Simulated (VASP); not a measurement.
# BeTe (I-4m2) in VASP: further runs, part 2 of 2

VASP 6.6.1. The steps go on from the part before.

## Step 4: Single point, PBEsol (in-plane strain +0.01, then relaxed in part)

Contents of INCAR:

```
ALGO = Normal
EDIFF = 1E-7
ENCUT = 520
GGA = PS
ISIF = 2
ISMEAR = 0
LASPH = T
LCHARG = F
LREAL = F
LWAVE = F
NBANDS = 11
NELM = 100
PREC = Accurate
SIGMA = 0.01
```

Contents of KPOINTS:

```
k-points
0
Gamma
  8 8 8
```

Contents of POSCAR:

```
BeTe
1.0
    2.8308035945      2.8308035945      0.0000000000
   -2.8308035945      2.8308035945      0.0000000000
    0.0000000000      2.8308035945      2.7792769537
Be Te
1 1
Direct
    0.0000000000      0.0000000000      0.0000000000
    0.7500000000      0.2500000000      0.5000000000
```

Potentials or basis: VASP PAW PBE potentials, release 64 (Be, Te).

Launch:

```
cat potpaw_PBE.64/Be/POTCAR potpaw_PBE.64/Te/POTCAR > POTCAR
mpirun -np 1 vasp_std > vasp.out
```

OUTCAR:

```text
EDIFF = 1E-7
   ENCUT = 520
   GGA = PS
   ISIF = 2
   ISMEAR = 0
   LASPH = T
   LREAL = F
   NELM = 100
   PREC = Accurate

 ion  position               nearest neighbor table
   1  0.000  0.000  0.000-   2 2.44   2 2.44   2 2.44   2 2.44
   2  0.750  0.250  0.500-   1 2.44   1 2.44   1 2.44   1 2.44

  LATTYP: Found a body centered tetragonal cell.
 ALAT       =     4.0033608358
 C/A-ratio  =     1.3884718704

  Lattice vectors:

 A1 = (   2.8308035945,   0.0000000000,  -2.7792769537)
 A2 = (  -2.8308035945,   0.0000000000,  -2.7792769537)
 A3 = (   0.0000000000,   2.8308035945,   2.7792769537)

Analysis of symmetry for initial positions (statically):
=====================================================================
 Subroutine PRICEL returns:
 Original cell was already a primitive cell.

 Routine SETGRP: Setting up the symmetry group for a
 body centered tetragonal supercell.

 Subroutine GETGRP returns: Found  8 space group operations
 (whereof  8 operations were pure point group operations)
 out of a pool of 16 trial point group operations.

The static configuration has the point symmetry D_2d.

Analysis of symmetry for dynamics (positions and initial velocities):
=====================================================================
 Subroutine PRICEL returns:
 Original cell was already a primitive cell.

 Routine SETGRP: Setting up the symmetry group for a
 body centered tetragonal supercell.

 Subroutine GETGRP returns: Found  8 space group operations
 (whereof  8 operations were pure point group operations)
 out of a pool of 16 trial point group operations.

The dynamic configuration has the point symmetry D_2d.

 Subroutine INISYM returns: Found  8 space group operations
 (whereof  8 operations are pure point group operations),
 and found     1 'primitive' translations

----------------------------------------------------------------------------------------

                                     Primitive cell
[... 114 lines left out ...]
  Thomas-Fermi vector in A             =   2.049318
   LORBIT       =      0    0 simple, 1 ext, 2 COOP (PROOUT), +10 PAW based schemes
   GGA     = PS    functional components
   LHFCALC =     F    Hartree Fock is set to
   AEXX    =    0.0000 exact exchange contribution
   IVDW    =     0    specifies the selected vdW correction
   LEPSILON=     F    determine dielectric tensor
   LRPA    =     F    only Hartree local field effects (RPA)
 non-spin polarized calculation
 Gauss-broadening in eV      SIGMA  =   0.01
  energy-cutoff  :      520.00
  volume of cell :       44.54
 maximum number of plane-waves:      1235
 NGX is ok and might be reduce to    30
   NGX = 15   NGY = 15   NGZ = 15

 number of electron       8.0000000 magnetization

 Free energy of the ion-electron system (eV)
  ---------------------------------------------------
  ext. energy  EPLUGINS =         0.00000000
  ---------------------------------------------------
  free energy    TOTEN  =        -8.21365759 eV

  energy without entropy =       -8.21365759  energy(sigma->0) =       -8.21365759

 E-fermi :   5.2106     XC(G=0):  -9.2119

 val. band max:        5.0964510798   @ k =   0.0000   0.0000   0.0000
 cond. band min:       6.7994618451   @ k =   0.0000   0.0000   0.5000
 fundamental gap:      1.7030107653
 Fermi energy:         5.2106386005

 k-point     1 :       0.0000    0.0000    0.0000
  band No.  band energies     occupation
      1      -7.3165      2.00000
      2       5.0010      2.00000
      3       5.0010      2.00000
      4       5.0965      2.00000
      5       8.6080      0.00000
      6       8.6445      0.00000
      7       8.6445      0.00000
      8       8.7819      0.00000
      9      13.2284      0.00000
     10      15.0984      0.00000
     11      15.4488      0.00000
[... 309 lines left out ...]
 k-point    24 :       0.3750    0.0000    0.1250
  band No.  band energies     occupation
      1      -6.4780      2.00000
      2       1.1438      2.00000
      3       3.1760      2.00000
      4       4.2464      2.00000
      5       8.8137      0.00000
      6       9.6306      0.00000
      7       9.9894      0.00000
      8      11.8184      0.00000
      9      13.2720      0.00000
     10      14.7473      0.00000
     11      15.9180      0.00000

 [... further k-points ...]
[... 5 lines left out ...]
  --------------------------------------------------------------------------------------
  -------------------------------------------------------------------------------------
  Total       -0.2265145     -0.2265145      0.0653928      0.0000000      0.0000000     -0.0000000
  in kB       -8.1475157     -8.1475157      2.3521202      0.0000000      0.0000000     -0.0000000
  external PRESSURE =      -4.6476370 kB  Pullay stress =       0.0000000 kB

 VOLUME and BASIS-vectors are now :
 -----------------------------------------------------------------------------
  energy-cutoff  :      520.00
  volume of cell :       44.54
      direct lattice vectors                 reciprocal lattice vectors
     2.830803594  2.830803594  0.000000000     0.176628291  0.176628291 -0.179902906
    -2.830803594  2.830803594  0.000000000    -0.176628291  0.176628291 -0.179902906
     0.000000000  2.830803594  2.779276954     0.000000000  0.000000000  0.359805812

 POSITION                                       TOTAL-FORCE (eV/Angst)
 -----------------------------------------------------------------------------------
      0.00000      0.00000      0.00000         0.000000     -0.000000      0.000000
      1.41540      4.24621      1.38964        -0.000000      0.000000      0.000000
 -----------------------------------------------------------------------------------
    total drift:                               -0.000000      0.000000      0.000000

  FREE ENERGIE OF THE ION-ELECTRON SYSTEM (eV)
  ---------------------------------------------------
  free  energy   TOTEN  =        -8.2136575868 eV

  energy  without entropy=       -8.2136575868  energy(sigma->0) =       -8.21365759
```

stdout:

```text
POSCAR found type information on POSCAR BeTe
 POSCAR found :  2 types and       2 ions
 scaLAPACK will be used
 -----------------------------------------------------------------------------
|                                                                             |
|                                                                             |
|     You enforced a specific xc type in the INCAR file but a different       |
|     I HOPE YOU KNOW WHAT YOU ARE DOING!                                     |
|                                                                             |
 -----------------------------------------------------------------------------

 LDA part: xc-table for (Slater+PW92), standard interpolation
 POSCAR, INCAR and KPOINTS ok, starting setup
 FFT: planning ... GRIDC
 FFT: planning ... GRID_SOFT
 FFT: planning ... GRID
 WAVECAR not read
 entering main loop
```

Wall time 48 s (1 thread of AMD EPYC 7R13 (Zen 3), shared host); peak memory 0.15 GiB.

Results:

* Free energy: -8.2137 eV
* Pressure: -0.5 GPa
* Band gap on the k mesh: 1.70 eV, indirect (least direct gap 3.51 eV)

Caveat: the cell differs from its parent crystal (in-plane strain +0.01, then relaxed in part); the PAW data sets were made with another functional, which shifts forces and pressure a little; spin-orbit coupling is left out, which moves the levels of the heavy elements. A k mesh can miss the band edges.

## Step 5: Single point, PBEsol (in-plane strain +0.01)

Contents of INCAR:

```
SYSTEM = BeTe
ALGO = Normal ; EDIFF = 1E-6
ENCUT = 520 ; GGA = PS
ISIF = 2 ; ISMEAR = 0
LASPH = .TRUE. ; LCHARG = .FALSE.
LREAL = .FALSE. ; LWAVE = .FALSE.
NBANDS = 11 ; NELM = 60
PREC = Accurate ; SIGMA = 0.01
```

Contents of KPOINTS:

```
k-points
0
G
  8 8 8
  0 0 0
```

POSCAR: that of step 4 with these lines changed.

```diff
@@ -4,3 +4,3 @@
    -2.8308035945      2.8308035945      0.0000000000
-    0.0000000000      2.8308035945      2.7792769537
+    0.0000000000      2.8308035945      2.7859591811
 Be Te
```

Launch:

```
cat potpaw_PBE.64/Be/POTCAR potpaw_PBE.64/Te/POTCAR > POTCAR
mpirun -np 1 vasp_std > vasp.out
```

It took 38 s on 1 thread of AMD EPYC 7R13 (Zen 3), shared host; peak memory 0.15 GiB.

It converged, with:

| Property | Result |
| --- | --- |
| Free energy | -8.2137 eV |
| Pressure | -0.6 GPa |
| Band gap on the k mesh | 1.73 eV, indirect (least direct gap 3.52 eV) |

Stress tensor (GPa, compression positive):
```
-0.90  0.00  0.00
 0.00 -0.90  0.00
 0.00  0.00  0.02
```

Levels at points of the mesh, in eV from the valence-band top:
| k point | band 1 | band 2 | band 3 | band 4 | band 5 | band 6 | band 7 | band 8 |
| --- | --- | --- | --- | --- | --- | --- | --- | --- |
| (0.00, 0.00, 0.00) | -12.39 | -0.08 | -0.08 | 0.00 | 3.52 | 3.56 | 3.56 | 3.68 |
| (0.50, 0.00, 0.00) | -11.04 | -5.63 | -1.26 | -1.12 | 2.97 | 4.45 | 4.56 | 7.61 |
| (0.50, 0.50, 0.00) | -10.57 | -5.21 | -2.69 | -2.66 | 1.83 | 2.60 | 9.60 | 9.67 |
| (0.00, 0.00, 0.50) | -10.51 | -5.13 | -2.79 | -2.79 | 1.73 | 2.47 | 9.66 | 9.66 |

Caveat: the cell differs from its parent crystal (in-plane strain +0.01); the PAW data sets were made with another functional, which shifts forces and pressure a little; spin-orbit coupling is left out, which moves the levels of the heavy elements.

## Step 6: The runs side by side

| cell | gap on the mesh (eV) | pressure (GPa) |
| --- | --- | --- |
| a = 3.984, b = 3.984, c = 3.965 Å, angles 59.8, 59.8, 90.0°, 2 atoms | 1.75 | -0.1 |
| a = 3.984, b = 3.984, c = 3.968 Å, angles 59.9, 59.9, 90.0°, 2 atoms | 1.77 | -0.2 |
| a = 4.003, b = 4.003, c = 3.967 Å, angles 59.7, 59.7, 90.0°, 2 atoms | 1.70 | -0.5 |
| a = 4.003, b = 4.003, c = 3.972 Å, angles 59.7, 59.7, 90.0°, 2 atoms | 1.73 | -0.6 |

Alike in all rows: task single point; level PBEsol; potentials or basis VASP PAW PBE potentials, release 64 (Be, Te); no spin polarisation; k mesh 8 × 8 × 8; cutoff (eV) 520; smearing gaussian 0.01 eV.

Caveats: the PAW data sets were made with another functional, which shifts forces and pressure a little; spin-orbit coupling is left out, which moves the levels of the heavy elements.

Absolute energies hang on the potentials; compare differences alone.
